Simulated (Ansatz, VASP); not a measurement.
**Ti in VASP and in Ansatz**

File INCAR:

```
SYSTEM = Ti
PREC = Accurate
ENCUT = 520
EDIFF = 1E-6
ISMEAR = 0
SIGMA = 0.15
LREAL = .False.
LASPH = .True.
NELM = 60
ALGO = Normal
ISIF = 2
LWAVE = .False.
LCHARG = .False.
GGA = PS
NBANDS = 12
```

File KPOINTS:

```
Automatic mesh
0
Gamma
  20 20 20
  0 0 0
```

The input POSCAR:

```
Ti
1.0
    0.0000000000      1.8676000000      1.8676000000
    1.8676000000      0.0000000000      1.8676000000
    1.8676000000      1.8676000000      0.0000000000
Ti
1
Direct
    0.0000000000      0.0000000000      0.0000000000
```

Input for Ansatz:

```yaml
crystal:
  lattice:
    - [0.0, 1.8676, 1.8676]
    - [1.8676, 0.0, 1.8676]
    - [1.8676, 1.8676, 0.0]
  atoms:
    - { symbol: Ti, position: [0.0, 0.0, 0.0] }
basis:
  ecutwfc: 420
kpoints:
  mp_grid: { grid: [20, 20, 20] }
hamiltonian:
  xc: pbesol
scf:
  occupations: { method: gaussian, width: 0.15 }
output:
  forces: true
  stress: true
  eigenvalues: true
```

Change from the starting cell: strain -0.080 along x and y, -0.080 along z, atoms carried along.

Alike in both runs: task single point; functional PBEsol; k mesh 20 × 20 × 20; occupations gaussian, width 0.15 eV; no spin polarisation.

```csv
,VASP,Ansatz
version,VASP 6.6.1,Ansatz 0.2.0
potentials or method,"VASP PAW PBE potentials, release 64 (Ti_sv), cutoff 520 eV","scalar-relativistic, plane waves, PAW"
valence electrons in the cell,12,12
```

Ansatz gave:

- gap on the k mesh at the Fermi level (eV): none
- pressure (GPa): 42.4

Problem. Estimate VASP's values.

Solution. gap on the k mesh at the Fermi level (eV): none; pressure (GPa): 41.5.

VASP's potentials were made for PBE, not for PBEsol. A gap of «none» marks a metal or a gap that the smearing closes. Both programs put the cell under a high pressure, so it lies far from rest at this level. With one functional, cell and mesh, what is left measures potentials, basis and numerics.
